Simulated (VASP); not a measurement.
# Ag (Fm-3m) in VASP: single point with PBE

Aim: the single point of Ag with PBE.

Program: VASP 6.6.1. These are calculated values, not measurements. Logs are shortened: lines on timing, memory, paths and dates and some standing lists are left out, and cuts for length are marked.

**1. The cell of the first run**

It takes space group Fm-3m (No. 225, cubic). Conventional cell: a = 3.321 Å, b = 3.321 Å, c = 3.321 Å, α = 90.00°, β = 90.00°, γ = 90.00°. Ag (site symmetry m-3m) has 12 Ag at 2.35 Å within 3.1 Å.

**2. Single point, PBE**

File INCAR:

```
ALGO = Normal
EDIFF = 1E-6
ENCUT = 630
GGA = PE
GGA_COMPAT = False
ISIF = 2
ISMEAR = -1
LASPH = True
LCHARG = True
LELF = True
LREAL = False
LVHAR = True
LWAVE = False
NBANDS = 16
NELM = 120
PREC = Accurate
SIGMA = 0.05
```

File KPOINTS:

```
k-points
0
Gamma
  20 20 20
```

File POSCAR:

```
Ag
1.0
    0.0000000000      1.6605020844      1.6605020844
    1.6605020844      0.0000000000      1.6605020844
    1.6605020844      1.6605020844      0.0000000000
Ag
1
Direct
    0.0000000000      0.0000000000      0.0000000000
```

Potentials or basis: VASP PAW PBE potentials, release 64 (Ag_sv_GW).

Launch:

```bash
$ cat potpaw_PBE.64/Ag_sv_GW/POTCAR > POTCAR
$ mpirun -np 1 vasp_std > vasp.out
```

OUTCAR:

```text
EDIFF = 1E-6
   ENCUT = 630
   GGA = PE
   ISIF = 2
   ISMEAR = -1
   LASPH = True
   LREAL = False
   NELM = 120
   PREC = Accurate

 ion  position               nearest neighbor table
   1  0.000  0.000  0.000-

  LATTYP: Found a face centered cubic cell.
 ALAT       =     3.3210041688

  Lattice vectors:

 A1 = (   0.0000000000,   1.6605020844,   1.6605020844)
 A2 = (   1.6605020844,   0.0000000000,   1.6605020844)
 A3 = (   1.6605020844,   1.6605020844,   0.0000000000)

Analysis of symmetry for initial positions (statically):
=====================================================================
 Subroutine PRICEL returns:
 Original cell was already a primitive cell.

 Routine SETGRP: Setting up the symmetry group for a
 face centered cubic supercell.

 Subroutine GETGRP returns: Found 48 space group operations
 (whereof 48 operations were pure point group operations)
 out of a pool of 48 trial point group operations.

The static configuration has the point symmetry O_h .

Analysis of symmetry for dynamics (positions and initial velocities):
=====================================================================
 Subroutine PRICEL returns:
 Original cell was already a primitive cell.

 Routine SETGRP: Setting up the symmetry group for a
 face centered cubic supercell.

 Subroutine GETGRP returns: Found 48 space group operations
 (whereof 48 operations were pure point group operations)
 out of a pool of 48 trial point group operations.

The dynamic configuration has the point symmetry O_h .

 Subroutine INISYM returns: Found 48 space group operations
 (whereof 48 operations are pure point group operations),
 and found     1 'primitive' translations

----------------------------------------------------------------------------------------

                                     Primitive cell

  volume of cell :       9.1569

  direct lattice vectors                    reciprocal lattice vectors
     0.000000000  1.660502084  1.660502084    -0.301113744  0.301113744  0.301113744
     1.660502084  0.000000000  1.660502084     0.301113744 -0.301113744  0.301113744
     1.660502084  1.660502084  0.000000000     0.301113744  0.301113744 -0.301113744

  length of vectors
     2.348304568  2.348304568  2.348304568     0.521544304  0.521544304  0.521544304

  position of ions in fractional coordinates (direct lattice)
     0.000000000  0.000000000  0.000000000

  ion indices of the primitive-cell ions
   primitive index   ion index
                 1           1

----------------------------------------------------------------------------------------

 KPOINTS: k-points

Automatic generation of k-mesh.
 Grid dimensions read from file:
 generate k-points for:   20   20   20

 Generating k-lattice:

  Cartesian coordinates                     Fractional coordinates (reciprocal lattice)
    -0.015055687  0.015055687  0.015055687     0.050000000  0.000000000  0.000000000
     0.015055687 -0.015055687  0.015055687     0.000000000  0.050000000  0.000000000
     0.015055687  0.015055687 -0.015055687     0.000000000  0.000000000  0.050000000

  Length of vectors
     0.026077215  0.026077215  0.026077215

  Shift w.r.t. Gamma in fractional coordinates (k-lattice)
     0.000000000  0.000000000  0.000000000

 Subroutine IBZKPT returns following result:
 ===========================================

 Found    256 irreducible k-points:

 Following reciprocal coordinates:
            Coordinates               Weight
  0.000000  0.000000  0.000000      1.000000
  0.050000  0.000000  0.000000      8.000000
  0.100000  0.000000  0.000000      8.000000
  0.150000  0.000000  0.000000      8.000000
  0.200000  0.000000  0.000000      8.000000
  0.250000  0.000000  0.000000      8.000000
[... 16 lines left out ...]
 -0.400000  0.050000  0.000000     24.000000
 -0.350000  0.050000  0.000000     24.000000
 [... further k-points ...]
   k-points           NKPTS =    256   k-points in BZ     NKDIM =    256   number of bands    NBANDS=     16
   number of dos      NEDOS =    301   number of ions     NIONS =      1
   total plane-waves  NPLWV =   8000
   dimension x,y,z NGX =    20 NGY =   20 NGZ =   20
   dimension x,y,z NGXF=    40 NGYF=   40 NGZF=   40
   ions per type =               1
   NGX,Y,Z   is equivalent  to a cutoff of  14.16, 14.16, 14.16 a.u.
   NGXF,Y,Z  is equivalent  to a cutoff of  28.32, 28.32, 28.32 a.u.
 SYSTEM =  unknown system
   PREC   = accura    normal or accurate (medium, high low for compatibility)
   ISTART =      0    job   : 0-new  1-cont  2-samecut
   ICHARG =      2    charge: 1-file 2-atom 10-const
   ISPIN  =      1    spin polarized calculation?
   LNONCOLLINEAR =      F non collinear calculations
   LSORBIT =      F    spin-orbit coupling
   LASPH  =      T    aspherical Exc in radial PAW
   ENCUT  =  630.0 eV  46.30 Ry    6.80 a.u.   4.81  4.81  4.81*2*pi/ulx,y,z
   NELM   =    120;   NELMIN=  2; NELMDL= -5     # of ELM steps
   EDIFF  = 0.1E-05   stopping-criterion for ELM
   LREAL  =      F    real-space projection
   EDIFFG = 0.1E-04   stopping-criterion for IOM
   NSW    =      0    number of steps for IOM
   IBRION =     -1    ionic relax: 0-MD 1-quasi-New 2-CG
   NFREE  =      0    steps in history (QN), initial steepest desc. (CG)
   ISIF   =      2    stress and relaxation
   ISYM   =      2    0-nonsym 1-usesym 2-fastsym
   POTIM  = 0.5000    time-step for ionic-motion
   TEBEG  =    0.0;   TEEND  =   0.0 temperature during run
   PSTRESS=    0.0 pullay stress
   NELECT =      19.0000    total number of electrons
   NUPDOWN=      -1.0000    fix difference up-down
   EMIN   =  10.00;   EMAX   =-10.00  energy-range for DOS
   EFERMI =   0.00;   METHOD = LEGACY
   ISMEAR =    -1;   SIGMA  =   0.05  broadening in eV -4-tet -1-fermi 0-gaus
   EFERMI_NEDOS =   21; number of points for ismear=-14 and -15
   IALGO  =     38    algorithm
   IMIX   =      4    mixing-type and parameters
     AMIX     =   0.40;   BMIX     =  1.00
     AMIX_MAG =   1.60;   BMIX_MAG =  1.00
  volume/ion in A,a.u.               =       9.16        61.79
  Fermi-wavevector in a.u.,A,eV,Ry     =   2.088061  3.945864 59.321409  4.360001
  Thomas-Fermi vector in A             =   3.081240
   LORBIT       =      0    0 simple, 1 ext, 2 COOP (PROOUT), +10 PAW based schemes
   GGA     = PE    functional components
   LHFCALC =     F    Hartree Fock is set to
   AEXX    =    0.0000 exact exchange contribution
   IVDW    =     0    specifies the selected vdW correction
   LEPSILON=     F    determine dielectric tensor
   LRPA    =     F    only Hartree local field effects (RPA)
 non-spin polarized calculation
  energy-cutoff  :      630.00
  volume of cell :        9.16
 maximum number of plane-waves:       342
   NGX =  9   NGY =  9   NGZ =  9

 number of electron      19.0000006 magnetization

 Free energy of the ion-electron system (eV)
  ---------------------------------------------------
  ext. energy  EPLUGINS =         0.00000000
  ---------------------------------------------------
  free energy    TOTEN  =         4.59616680 eV

  energy without entropy =        4.59748285  energy(sigma->0) =        4.59682482

 E-fermi :  19.3518     XC(G=0): -16.8588

 val. band max:       19.3329639081   @ k =  -0.2000   0.3000   0.1000
 cond. band min:      19.4760391905   @ k =   0.5000   0.2500   0.1000
 fundamental gap:      0.1430752824
 Fermi energy:        19.3517893235

 k-point     1 :       0.0000    0.0000    0.0000
  band No.  band energies     occupation
      1     -76.2379      2.00000
      2     -38.9222      2.00000
      3     -38.9222      2.00000
      4     -38.9222      2.00000
      5       4.9487      2.00000
      6       9.8475      2.00000
[... 8 lines left out ...]
     15      49.0300      0.00000
     16      56.9727      0.00000

 k-point     2 :       0.0500    0.0000    0.0000
  band No.  band energies     occupation
      1     -76.2309      2.00000
      2     -38.9621      2.00000
      3     -38.9273      2.00000
      4     -38.9273      2.00000
      5       5.0875      2.00000
      6       9.7843      2.00000
[... 8 lines left out ...]
     15      49.8153      0.00000
     16      56.1731      0.00000

 k-point     3 :       0.1000    0.0000    0.0000
  band No.  band energies     occupation
      1     -76.2103      2.00000
      2     -39.0774      2.00000
      3     -38.9422      2.00000
      4     -38.9422      2.00000
      5       5.4811      2.00000
      6       9.6292      2.00000
[... 8 lines left out ...]
     15      51.3867      0.00000
     16      54.6682      0.00000

 k-point     4 :       0.1500    0.0000    0.0000
  band No.  band energies     occupation
      1     -76.1782      2.00000
      2     -39.2552      2.00000
      3     -38.9654      2.00000
      4     -38.9654      2.00000
      5       6.0402      2.00000
      6       9.4983      2.00000
[... 8 lines left out ...]
     15      50.9156      0.00000
     16      53.1105      0.00000

 k-point     5 :       0.2000    0.0000    0.0000
  band No.  band energies     occupation
      1     -76.1375      2.00000
      2     -39.4766      2.00000
      3     -38.9945      2.00000
      4     -38.9945      2.00000
      5       6.5479      2.00000
      6       9.6362      2.00000
[... 8 lines left out ...]
     15      49.1714      0.00000
     16      50.7759      0.00000

 k-point     6 :       0.2500    0.0000    0.0000
  band No.  band energies     occupation
      1     -76.0922      2.00000
      2     -39.7187      2.00000
      3     -39.0266      2.00000
      4     -39.0266      2.00000
      5       6.7301      2.00000
      6      10.3313      2.00000
[... 8 lines left out ...]
     15      48.1824      0.00000
     16      48.4185      0.00000
[... 267 lines left out ...]
 k-point    21 :       0.5000    0.0500    0.0000
  band No.  band energies     occupation
      1     -75.9413      2.00000
      2     -40.4631      2.00000
      3     -39.1540      2.00000
      4     -39.1385      2.00000
      5       6.1013      2.00000
      6       9.6073      2.00000
[... 8 lines left out ...]
     15      51.7551      0.00000
     16      52.0874      0.00000

 k-point    22 :      -0.4500    0.0500    0.0000
  band No.  band energies     occupation
      1     -75.9438      2.00000
      2     -40.4510      2.00000
      3     -39.1594      2.00000
      4     -39.1298      2.00000
      5       6.1193      2.00000
      6       9.6363      2.00000
[... 8 lines left out ...]
     15      51.4885      0.00000
     16      52.0062      0.00000

 k-point    23 :      -0.4000    0.0500    0.0000
  band No.  band energies     occupation
      1     -75.9604      2.00000
      2     -40.3686      2.00000
      3     -39.1540      2.00000
      4     -39.1117      2.00000
      5       6.2317      2.00000
      6       9.7431      2.00000
[... 8 lines left out ...]
     15      50.1622      0.00000
     16      51.4511      0.00000

 k-point    24 :      -0.3500    0.0500    0.0000
  band No.  band energies     occupation
      1     -75.9895      2.00000
      2     -40.2234      2.00000
      3     -39.1384      2.00000
      4     -39.0860      2.00000
      5       6.4222      2.00000
      6       9.9101      2.00000
[... 8 lines left out ...]
     15      48.4148      0.00000
     16      50.2463      0.00000

 [... further k-points ...]

------------------------ aborting loop because EDIFF is reached ----------------------------------------

  FORCE on cell =-STRESS in cart. coord.  units (eV):
  Direction    XX          YY          ZZ          XY          YZ          ZX
  --------------------------------------------------------------------------------------
  -------------------------------------------------------------------------------------
  Total       22.2878839     22.2878839     22.2878839     -0.0000000      0.0000000      0.0000000
  in kB     3899.6995523   3899.6995523   3899.6995523     -0.0000000      0.0000000      0.0000000
  external PRESSURE =    3899.6995523 kB  Pullay stress =       0.0000000 kB

 VOLUME and BASIS-vectors are now :
 -----------------------------------------------------------------------------
  energy-cutoff  :      630.00
  volume of cell :        9.16
      direct lattice vectors                 reciprocal lattice vectors
     0.000000000  1.660502084  1.660502084    -0.301113744  0.301113744  0.301113744
     1.660502084  0.000000000  1.660502084     0.301113744 -0.301113744  0.301113744
     1.660502084  1.660502084  0.000000000     0.301113744  0.301113744 -0.301113744

 POSITION                                       TOTAL-FORCE (eV/Angst)
 -----------------------------------------------------------------------------------
      0.00000      0.00000      0.00000         0.000000      0.000000      0.000000
 -----------------------------------------------------------------------------------
    total drift:                               -0.000000     -0.000000     -0.000000

  FREE ENERGIE OF THE ION-ELECTRON SYSTEM (eV)
  ---------------------------------------------------
  free  energy   TOTEN  =         4.5961667971 eV

  energy  without entropy=        4.5974828467  energy(sigma->0) =        4.59682482
```

Wall time 47 s (1 thread of AMD EPYC 7R13 (Zen 3), shared host); peak memory 0.15 GiB.

What came out:

| Property | Result |
| --- | --- |
| Free energy | 4.5962 eV |
| Pressure | 390.0 GPa |
| Band gap on the k mesh | zero (an odd number of electrons rules out a gap without spin polarisation) |

Levels at points of the mesh, in eV from the Fermi level:
| k point | band 7 | band 8 | band 9 | band 10 | band 11 | band 12 | band 13 | band 14 |
| --- | --- | --- | --- | --- | --- | --- | --- | --- |
| (0.00, 0.00, 0.00) | -9.50 | -9.50 | -6.52 | -6.52 | 14.05 | 21.33 | 21.33 | 21.33 |
| (0.50, 0.00, 0.00) | -9.65 | -4.24 | -4.24 | -3.09 | 8.12 | 13.61 | 22.21 | 22.21 |
| (0.50, 0.50, 0.00) | -4.30 | -3.61 | -3.61 | 0.48 | 12.69 | 12.88 | 12.88 | 25.95 |

Caveat: the cell stands under pressure.

The gap in the log of VASP goes by the Fermi energy; the results here count the filled bands.